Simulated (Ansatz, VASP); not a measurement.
**Two plane-wave programs on Pb**

The input INCAR:

```
SYSTEM = Pb
PREC = Accurate ; ENCUT = 520
EDIFF = 1E-7 ; ISMEAR = 0
SIGMA = 0.15 ; LREAL = .FALSE.
LASPH = .TRUE. ; NELM = 100
ALGO = Fast ; ISIF = 2
LWAVE = .FALSE. ; LCHARG = .FALSE.
GGA = PS ; NBANDS = 13
```

Contents of KPOINTS:

```
regular mesh
0
G
  18 18 18
  0 0 0
```

Contents of POSCAR:

```
Pb
1.0
   -0.1180794308      2.4121940868      2.4121940868
    2.4121940868     -0.1180794308      2.4121940868
    2.4121940868      2.4121940868     -0.1180794308
Pb
1
Direct
    0.0000000000      0.0000000000      0.0000000000
```

Input for Ansatz:

```yaml
crystal:
  lattice:
    - [-0.1180794308, 2.4121940868, 2.4121940868]
    - [2.4121940868, -0.1180794308, 2.4121940868]
    - [2.4121940868, 2.4121940868, -0.1180794308]
  atoms:
    - { symbol: Pb, position: [0.0, 0.0, 0.0] }
basis:
  ecutwfc: 420
kpoints:
  mp_grid: { grid: [18, 18, 18] }
hamiltonian:
  xc: pbesol
scf:
  occupations: { method: gaussian, width: 0.15 }
output:
  forces: true
  stress: true
  eigenvalues: true
  write_density: true
  write_potential: true
  elf: true
  volumetric_format: npy
```

Alike in both runs: task single point; functional PBEsol; k mesh 18 × 18 × 18; occupations gaussian, width 0.15 eV; no spin polarisation.

|  | VASP | Ansatz |
| --- | --- | --- |
| version | VASP 6.6.1 | Ansatz 0.2.0 |
| potentials or method | VASP PAW PBE potentials, release 64 (Pb_d), cutoff 520 eV | scalar-relativistic, plane waves, PAW |
| valence electrons in the cell | 14 | 14 |

Ansatz gave:

```
gap on the k mesh at the Fermi level (eV)                     : none
pressure (GPa)                                                : 0.0
traceless stress, the component that is largest in VASP (GPa) : 0.75
```

**Question.** What did VASP give for the same quantities?

**Answer.** gap on the k mesh at the Fermi level (eV): none; pressure (GPa): -0.1; traceless stress, the component that is largest in VASP (GPa): 0.75.

VASP's potentials were made for PBE, not for PBEsol. A gap of «none» marks a metal or a gap that the smearing closes.

Spin-orbit coupling is off throughout.
